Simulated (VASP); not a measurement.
Ta, 1 atom in the cell. The structure is cubic, space group Im-3m (No. 229). The conventional cell has a = 3.303 Å, b = 3.303 Å, c = 3.303 Å, α = 90.00°, β = 90.00°, γ = 90.00°. Ta (site symmetry m-3m) has 14 Ta at 2.86 to 3.30 Å within 3.8 Å. 

| Property | Result |
| --- | --- |
| Program | VASP 6.6.1 |
| Task | relaxation of cell and atoms |
| Functional | PBE |
| Potentials or basis | VASP PAW PBE potentials, release 64 (Ta_pv) |
| Cutoff | 600 eV |
| k mesh | 10 × 10 × 10 |
| Occupations | fermi-dirac, width 0.02 eV |
| Spin | no spin polarisation |
| Dipole correction | no |
| Further INCAR settings | ALGO = Normal; EDIFF = 1e-07; IBRION = 2; EDIFFG = -0.005; NSW = 80; ISIF = 3 |

Potentials or basis: VASP PAW PBE potentials, release 64 (Ta_pv).

Command:

```console
$ cat potpaw_PBE.64/Ta_pv/POTCAR > POTCAR
$ mpirun -np 1 vasp_std > vasp.out
```

Hardware: 1 thread of Intel Xeon 8259CL (shared host).

Problem. How long does it take, and how much memory?

Solution. Run time: 37 s on 1 thread of Intel Xeon 8259CL, on a shared host, peak memory 0.16 GiB. Counts: scf iterations 32, k points 47, ion steps 4.
